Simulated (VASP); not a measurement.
Write the native input for VASP 6.6.1 that does the following.

* Task: single point
* Functional: LDA
* Potentials or basis: VASP PAW LDA potentials, release 64 (Al, Cu)
* Cutoff: 520 eV
* k mesh: 12 × 12 × 12
* Occupations: gaussian, width 0.15 eV
* Spin: no spin polarisation
* Dipole correction: no
* Further INCAR settings: ALGO = Normal; EDIFF = 1e-07; NBANDS = 18

The structure of Al3Cu lies in POSCAR:

```
Al3Cu
1.0
    3.8548798307      0.0000000000      0.0000000000
    0.0000000000      3.8548798307      0.0000000000
    0.0000000000      0.0000000000      3.8548798307
Al Cu
3 1
Direct
    0.0000000000      0.5000000000      0.5000000000
    0.5000000000      0.0000000000      0.5000000000
    0.5000000000      0.5000000000      0.0000000000
    0.0000000000      0.0000000000      0.0000000000
```

The input as run:

INCAR

```
SYSTEM = Al3Cu
PREC = Accurate ; ENCUT = 520
EDIFF = 1E-7 ; ISMEAR = 0
SIGMA = 0.15 ; LREAL = .FALSE.
LASPH = .TRUE. ; NELM = 80
ALGO = Normal ; ISIF = 2
LWAVE = .FALSE. ; LCHARG = .FALSE.
GGA = CA ; NBANDS = 18
```

KPOINTS

```
Automatic mesh
0
G
  12 12 12
  0 0 0
```

Potentials or basis: VASP PAW LDA potentials, release 64 (Al, Cu).

Launch:

```console
$ cat potpaw_LDA.64/Al/POTCAR potpaw_LDA.64/Cu/POTCAR > POTCAR
$ mpirun -np 1 vasp_std > vasp.out
```

Results of the run:

| Quantity | Value |
| --- | --- |
| Pressure | 0.3 GPa |
| Band gap on the k mesh | zero (band 10 reaches 10.83 eV, above the bottom of band 11 at 6.66 eV) |

Wall time 2.3 min on 1 thread of AMD EPYC 7R43 64-Core Processor (Zen 3), on a shared host, peak memory 0.17 GiB.
